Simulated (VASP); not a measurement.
# KTaO3 (Pm-3m) in VASP: notebook, part 2 of 2

VASP 6.6.1. The steps go on from the part before.

## Step 4: Single point, r2SCAN (volume changed by -6%)

Input file POSCAR:

```
KTaO3
1.0
    3.9086770089      0.0000000000      0.0000000000
    0.0000000000      3.9086770089      0.0000000000
    0.0000000000      0.0000000000      3.9086770089
K Ta O
1 1 3
Direct
    0.0000000000      0.0000000000      0.0000000000
    0.5000000000      0.5000000000      0.5000000000
    0.5000000000      0.5000000000      0.0000000000
    0.5000000000      0.0000000000      0.5000000000
    0.0000000000      0.5000000000      0.5000000000
```

Input file INCAR.step1:

```
SYSTEM = KTaO3
PREC = Accurate
ENCUT = 660
ISMEAR = 0
SIGMA = 0.01
LREAL = .FALSE.
LASPH = .TRUE.
NELM = 120
NBANDS = 28
GGA = PE
ALGO = Normal
EDIFF = 1E-5
LWAVE = .TRUE.
LCHARG = .FALSE.
GGA_COMPAT = .FALSE.
```

Input file INCAR.step2:

```
SYSTEM = KTaO3
PREC = Accurate
ENCUT = 660
EDIFF = 1E-6
ISMEAR = 0
SIGMA = 0.01
LREAL = .FALSE.
LASPH = .TRUE.
NELM = 120
ALGO = Normal
ISIF = 2
LWAVE = .FALSE.
LCHARG = .TRUE.
METAGGA = R2SCAN
LMIXTAU = .TRUE.
LELF = .TRUE.
LVHAR = .TRUE.
NBANDS = 28
ISTART = 1
GGA_COMPAT = .FALSE.
```

Input file KPOINTS:

```
regular mesh
0
G
  6 6 6
  0 0 0
```

Potentials or basis: VASP PAW PBE potentials, release 64 (K_sv, Ta_sv_GW, O).

Command:

```console
> cat potpaw_PBE.64/K_sv/POTCAR potpaw_PBE.64/Ta_sv_GW/POTCAR potpaw_PBE.64/O/POTCAR > POTCAR
> cp INCAR.step1 INCAR
> mpirun -np 1 vasp_std > vasp.out
> cp INCAR.step2 INCAR
> mpirun -np 1 vasp_std > vasp.out
```

OUTCAR:

```text
SYSTEM = KTaO3
   PREC = Accurate
   ENCUT = 660
   EDIFF = 1E-6
   ISMEAR = 0
   LREAL = .FALSE.
   LASPH = .TRUE.
   NELM = 120
   ISIF = 2
   METAGGA = R2SCAN
   ISTART = 1

 ion  position               nearest neighbor table
   1  0.000  0.000  0.000-   3 2.76   4 2.76   5 2.76   4 2.76   5 2.76   3 2.76   5 2.76   5 2.76
                             3 2.76   4 2.76   4 2.76   3 2.76   2 3.39   2 3.39   2 3.39   2 3.39
   2  0.500  0.500  0.500-   3 1.95   4 1.95   5 1.95   3 1.95   4 1.95   5 1.95   1 3.39   1 3.39
                             1 3.39   1 3.39   1 3.39   1 3.39   1 3.39   1 3.39
   3  0.500  0.500  0.000-   2 1.95   2 1.95   1 2.76   1 2.76   1 2.76   1 2.76
   4  0.500  0.000  0.500-   2 1.95   2 1.95   1 2.76   1 2.76   1 2.76   1 2.76
   5  0.000  0.500  0.500-   2 1.95   2 1.95   1 2.76   1 2.76   1 2.76   1 2.76

  LATTYP: Found a simple cubic cell.
 ALAT       =     3.9086770089

  Lattice vectors:

 A1 = (   3.9086770089,   0.0000000000,   0.0000000000)
 A2 = (   0.0000000000,   3.9086770089,   0.0000000000)
 A3 = (   0.0000000000,   0.0000000000,   3.9086770089)

Analysis of symmetry for initial positions (statically):
=====================================================================
 Subroutine PRICEL returns:
 Original cell was already a primitive cell.

 Routine SETGRP: Setting up the symmetry group for a
 simple cubic supercell.

 Subroutine GETGRP returns: Found 48 space group operations
 (whereof 48 operations were pure point group operations)
 out of a pool of 48 trial point group operations.

The static configuration has the point symmetry O_h .

Analysis of symmetry for dynamics (positions and initial velocities):
=====================================================================
 Subroutine PRICEL returns:
 Original cell was already a primitive cell.

 Routine SETGRP: Setting up the symmetry group for a
 simple cubic supercell.
[... 125 lines left out ...]
     AMIX     =   0.40;   BMIX     =  1.00
     AMIX_MAG =   1.60;   BMIX_MAG =  1.00
  volume/ion in A,a.u.               =      11.94        80.60
  Fermi-wavevector in a.u.,A,eV,Ry     =   1.432402  2.706848 27.916116  2.051777
  Thomas-Fermi vector in A             =   2.552034
   LORBIT       =      0    0 simple, 1 ext, 2 COOP (PROOUT), +10 PAW based schemes
   METAGGA = R2SCAN    functional components
   LHFCALC =     F    Hartree Fock is set to
   AEXX    =    0.0000 exact exchange contribution
   IVDW    =     0    specifies the selected vdW correction
   LEPSILON=     F    determine dielectric tensor
   LRPA    =     F    only Hartree local field effects (RPA)
 non-spin polarized calculation
 Gauss-broadening in eV      SIGMA  =   0.01
  energy-cutoff  :      660.00
  volume of cell :       59.72
 maximum number of plane-waves:      2325
 NGX is ok and might be reduce to    36
   NGX = 17   NGY = 17   NGZ = 17

 number of electron      40.0000006 magnetization

 Free energy of the ion-electron system (eV)
  ---------------------------------------------------
  ext. energy  EPLUGINS =         0.00000000
  ---------------------------------------------------
  free energy    TOTEN  =       -89.62969788 eV

  energy without entropy =      -89.62969788  energy(sigma->0) =      -89.62969788

 E-fermi :   3.4406     XC(G=0): -12.0002

 val. band max:        3.3274907534   @ k =   0.5000   0.5000   0.5000
 cond. band min:       6.0970888769   @ k =   0.0000   0.0000   0.0000
 fundamental gap:      2.7695981235
 Fermi energy:         3.4405566074

 k-point     1 :       0.0000    0.0000    0.0000
  band No.  band energies     occupation
      1     -65.7905      2.00000
      2     -31.5635      2.00000
      3     -31.5635      2.00000
      4     -31.5635      2.00000
      5     -25.0622      2.00000
      6     -15.4245      2.00000
[... 609 lines left out ...]
     27      15.5568      0.00000
     28      16.4398      0.00000

------------------------ aborting loop because EDIFF is reached ----------------------------------------

  FORCE on cell =-STRESS in cart. coord.  units (eV):
  Direction    XX          YY          ZZ          XY          YZ          ZX
  --------------------------------------------------------------------------------------
  -------------------------------------------------------------------------------------
  Total        5.6152178      5.6152178      5.6152178     -0.0000000     -0.0000000     -0.0000000
  in kB      150.6564869    150.6564869    150.6564869     -0.0000000     -0.0000000     -0.0000000
  external PRESSURE =     150.6564869 kB  Pullay stress =       0.0000000 kB

 VOLUME and BASIS-vectors are now :
 -----------------------------------------------------------------------------
  energy-cutoff  :      660.00
  volume of cell :       59.72
      direct lattice vectors                 reciprocal lattice vectors
     3.908677009  0.000000000  0.000000000     0.255841042  0.000000000  0.000000000
     0.000000000  3.908677009  0.000000000     0.000000000  0.255841042  0.000000000
     0.000000000  0.000000000  3.908677009     0.000000000  0.000000000  0.255841042

 POSITION                                       TOTAL-FORCE (eV/Angst)
 -----------------------------------------------------------------------------------
      0.00000      0.00000      0.00000         0.000000      0.000000      0.000000
      1.95434      1.95434      1.95434         0.000000      0.000000      0.000000
      1.95434      1.95434      0.00000         0.000000      0.000000      0.000000
      1.95434      0.00000      1.95434         0.000000      0.000000      0.000000
      0.00000      1.95434      1.95434         0.000000      0.000000      0.000000
 -----------------------------------------------------------------------------------
    total drift:                                0.000000      0.000000      0.000000

  FREE ENERGIE OF THE ION-ELECTRON SYSTEM (eV)
  ---------------------------------------------------
  free  energy   TOTEN  =       -89.6296978767 eV

  energy  without entropy=      -89.6296978767  energy(sigma->0) =      -89.62969788
```

OUTCAR.step1:

```text
SYSTEM = KTaO3
   PREC = Accurate
   ENCUT = 660
   ISMEAR = 0
   LREAL = .FALSE.
   LASPH = .TRUE.
[... 848 lines left out ...]
      1.95434      1.95434      0.00000         0.000000      0.000000      0.000000
      1.95434      0.00000      1.95434         0.000000      0.000000      0.000000
      0.00000      1.95434      1.95434         0.000000      0.000000      0.000000
 -----------------------------------------------------------------------------------
    total drift:                                0.000000      0.000000      0.000000

  FREE ENERGIE OF THE ION-ELECTRON SYSTEM (eV)
  ---------------------------------------------------
  free  energy   TOTEN  =       -43.3111073181 eV

  energy  without entropy=      -43.3111073181  energy(sigma->0) =      -43.31110732
```

OSZICAR.step1:

```text
N       E                     dE             d eps       ncg     rms          rms(c)
DAV:   1     0.411663708246E+03    0.41166E+03   -0.26993E+04  1120   0.175E+03
DAV:   2    -0.270004152619E+02   -0.43866E+03   -0.42596E+03  1412   0.430E+02
DAV:   3    -0.528782415422E+02   -0.25878E+02   -0.25798E+02  1624   0.104E+02
DAV:   4    -0.534959702868E+02   -0.61773E+00   -0.61708E+00  1620   0.139E+01
DAV:   5    -0.535081503177E+02   -0.12180E-01   -0.12179E-01  1576   0.161E+00    0.583E+01
DAV:   6    -0.434679642756E+02    0.10040E+02   -0.41192E+01  1260   0.369E+01    0.108E+02
DAV:   7    -0.436919182861E+02   -0.22395E+00   -0.17903E+00  1476   0.734E+00    0.691E+01
DAV:   8    -0.434278062653E+02    0.26411E+00   -0.12293E+00  1300   0.613E+00    0.709E+01
DAV:   9    -0.433364739282E+02    0.91332E-01   -0.42569E-01  1336   0.453E+00    0.880E+01
DAV:  10    -0.433490476741E+02   -0.12574E-01   -0.62361E-02  1380   0.157E+00    0.950E+01
DAV:  11    -0.433512371123E+02   -0.21894E-02   -0.55703E-03  1448   0.598E-01    0.122E+02
DAV:  12    -0.433434242046E+02    0.78129E-02   -0.13885E-03  1384   0.242E-01    0.114E+02
DAV:  13    -0.433254554948E+02    0.17969E-01   -0.32621E-02  1260   0.122E+00    0.774E+01
DAV:  14    -0.433147736622E+02    0.10682E-01   -0.15140E-02  1560   0.815E-01    0.267E+01
DAV:  15    -0.433112188917E+02    0.35548E-02   -0.11577E-02  1428   0.634E-01    0.527E+00
DAV:  16    -0.433111266080E+02    0.92284E-04   -0.11745E-03  1604   0.200E-01    0.541E-01
DAV:  17    -0.433111062603E+02    0.20348E-04   -0.17033E-04  1516   0.751E-02    0.392E-01
DAV:  18    -0.433111073181E+02   -0.10578E-05   -0.22280E-05  1088   0.295E-02
   1 F= -.43311107E+02 E0= -.43311107E+02  d E =-.395368-105
```

Run time: 2.2 min. Hardware: 1 thread of Intel Xeon Platinum 8559C (Emerald Rapids), shared host; peak memory 0.24 GiB.

Results:

```yaml
Free_energy: -89.6297 eV
Pressure: 15.1 GPa
Band_gap_on_the_k_mesh: 2.77 eV, indirect (least direct gap 3.38 eV)
```

Levels at points of the mesh, in eV from the valence-band top:
```csv
k point,band 18,band 19,band 20,band 21,band 22,band 23
"(0.00, 0.00, 0.00)",-0.61,-0.61,-0.61,2.77,2.77,2.77
"(0.50, 0.00, 0.00)",-1.69,-0.86,-0.86,2.95,5.89,5.89
"(0.50, 0.50, 0.00)",-1.53,-1.53,-0.05,5.93,5.93,7.35
"(0.50, 0.50, 0.50)",0.00,0.00,0.00,7.53,7.53,7.53
```

Caveat: the PAW data sets were made with another functional, which shifts forces and pressure a little; spin-orbit coupling is left out, which moves the levels of the heavy elements. A k mesh can miss the band edges.

## Step 5: The runs side by side

```tsv
cell	gap on the mesh (eV)	pressure (GPa)
a = 3.950 Å, 5 atoms	2.69	6.9
a = 4.030 Å, 5 atoms	2.53	-5.9
a = 3.909 Å, 5 atoms	2.77	15.1
```

Alike in all rows: task single point; level r2SCAN; potentials or basis VASP PAW PBE potentials, release 64 (K_sv, Ta_sv_GW, O); no spin polarisation; k mesh 6 × 6 × 6; cutoff (eV) 660; smearing gaussian 0.01 eV.

Caveats: the PAW data sets were made with another functional, which shifts forces and pressure a little; spin-orbit coupling is left out, which moves the levels of the heavy elements.

Total energies depend on the potentials used, so only differences within one code and one set of settings carry meaning.
